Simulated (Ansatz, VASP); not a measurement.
# Two plane-wave programs on PbS

```
CELL_PARAMETERS angstrom
0.00000 2.96575 2.96575
2.96575 0.00000 2.96575
2.96575 2.96575 0.00000
ATOMIC_POSITIONS crystal
Pb 0.00000 0.00000 0.00000
S 0.50000 0.50000 0.50000
```

Alike in both runs: task single point; functional BLYP; k mesh 6 × 6 × 6; no spin polarisation.

```csv
,VASP,Ansatz
version,VASP 6.6.1,Ansatz 0.2.0
potentials or method,"VASP PAW PBE potentials, release 64 (Pb_d, S), cutoff 500 eV","plane waves, PAW"
occupations,"gaussian, width 0.01 eV",fixed
valence electrons in the cell,20,20
```

|  | VASP | Ansatz | Ansatz less VASP |
| --- | --- | --- | --- |
| pressure (GPa) | 5.9 | 5.9 | -0.07 |

VASP's potentials were made for PBE, not for BLYP.

Neither program's run includes spin-orbit coupling.
